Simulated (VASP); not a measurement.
Wanted: the native input for a VASP 6.6.1 run.

| Quantity | Value |
| --- | --- |
| Task | single point |
| Functional | PBE |
| Potentials or basis | VASP PAW PBE potentials, release 64 (Sb) |
| Cutoff | 520 eV |
| k mesh | 14 × 14 × 14 |
| Occupations | gaussian, width 0.1 eV |
| Spin | no spin polarisation |
| Dipole correction | no |
| Further INCAR settings | ALGO = Normal; EDIFF = 1e-07; NBANDS = 12 |

The structure of Sb lies in POSCAR:

```
Sb
1.0
    0.0000000000      3.4946901784      3.4946901784
    3.4946901784      0.0000000000      3.4946901784
    3.4946901784      3.4946901784      0.0000000000
Sb
2
Direct
    0.0000000000      0.0000000000      0.0000000000
    0.2500000000      0.2500000000      0.2500000000
```

This isn't the form of Sb at room conditions, which is rhombohedral.

These files were run (other wordings do the same):

INCAR

```
SYSTEM = Sb
PREC = Accurate ; ENCUT = 520
EDIFF = 1E-7 ; ISMEAR = 0
SIGMA = 0.1 ; LREAL = .False.
LASPH = .True. ; NELM = 60
ALGO = Normal ; ISIF = 2
LWAVE = .False. ; LCHARG = .True.
GGA = PE ; LELF = .True.
LVHAR = .True. ; NBANDS = 12
```

KPOINTS

```
regular mesh
0
Gamma
  14 14 14
  0 0 0
```

Potentials or basis: VASP PAW PBE potentials, release 64 (Sb).

Command:

```console
$ cat potpaw_PBE.64/Sb/POTCAR > POTCAR
$ mpirun -np 1 vasp_std > vasp.out
```

It gave:

The pressure is 0.0 GPa. The band gap on the k mesh is zero (bands 5 and 6 overlap by 1.12 eV).

Caveat: spin-orbit coupling is left out, which moves the levels of the heavy elements.

It took 2.4 min on 1 thread of Intel Xeon 8259CL (shared host), peak memory 0.29 GiB.
